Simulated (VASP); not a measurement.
**TlBr: single point with PBE**

Crystal: TlBr.

```xyz
2
Lattice="3.9949 0.0000 0.0000 0.0000 3.9949 0.0000 0.0000 0.0000 3.9949" Properties=species:S:1:pos:R:3 pbc="T T T"
Tl    0.0000    0.0000    0.0000
Br    1.9975    1.9975    1.9975
```

```yaml
Program: VASP 6.6.1
Task: single point
Functional: PBE
Potentials_or_basis: VASP PAW PBE potentials, release 64 (Tl_d, Br)
Cutoff: 500 eV
k_mesh: 6 × 6 × 6
Occupations: gaussian, width 0.01 eV
Spin: no spin polarisation
Dipole_correction: no
Further_INCAR_settings: ALGO = Normal; EDIFF = 1e-06; NBANDS = 17
```

The pressure is 0.9 GPa and the band gap on the k mesh is 1.89 eV, direct.

Levels at points of the mesh, in eV from the valence-band top:
| k point | band 7 | band 8 | band 9 | band 10 | band 11 | band 12 | band 13 | band 14 |
| --- | --- | --- | --- | --- | --- | --- | --- | --- |
| (0.00, 0.00, 0.00) | -4.62 | -1.25 | -1.25 | -1.25 | 7.05 | 7.05 | 7.19 | 7.19 |
| (0.50, 0.00, 0.00) | -5.47 | -0.76 | -0.76 | 0.00 | 1.89 | 5.77 | 5.77 | 8.05 |
| (0.50, 0.50, 0.00) | -3.73 | -2.85 | -2.85 | -0.68 | 4.86 | 4.86 | 7.36 | 7.71 |
| (0.50, 0.50, 0.50) | -2.76 | -1.86 | -1.86 | -1.86 | 2.19 | 2.19 | 2.19 | 12.76 |

Wall time 30 s on 1 thread of Intel Xeon 8259CL (shared host), peak memory 0.17 GiB.

Caveat: spin-orbit coupling is left out, which moves the levels of the heavy elements. A k mesh can miss the band edges.
